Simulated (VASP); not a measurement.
# SiN: single point with PBE

SiN:

```
CELL_PARAMETERS angstrom
-1.47481 1.47481 2.30347
1.47481 -1.47481 2.30347
1.47481 1.47481 -2.30347
ATOMIC_POSITIONS crystal
Si 0.41753 0.41753 0.00000
N 0.01047 0.01047 0.00000
```

* Program: VASP 6.6.1
* Task: single point
* Functional: PBE
* Potentials or basis: VASP PAW PBE potentials, release 64 (Si, N)
* Cutoff: 600 eV
* k mesh: 9 × 9 × 9
* Occupations: gaussian, width 0.2 eV
* Spin: no spin polarisation

```
Pressure      : -0.8 GPa
Largest force : 0.004 eV/Å
```

Forces in eV/Å, atoms in the order of the input:
```
Si   0.000  0.000  0.004
N    0.000  0.000 -0.004
```

Stress tensor (GPa, compression positive):
```
-0.90  0.00  0.00
 0.00 -0.90  0.00
 0.00  0.00 -0.46
```

Levels at points of the mesh, in eV from the Fermi level:
```tsv
k point	band 2	band 3	band 4	band 5	band 6	band 7	band 8	band 9
(0.00, 0.00, 0.00)	-4.58	-4.15	-4.15	-2.51	6.15	6.15	6.92	6.93
```

Run time: 36 s on 1 thread of AMD EPYC 7R13 (shared host), peak memory 0.13 GiB.
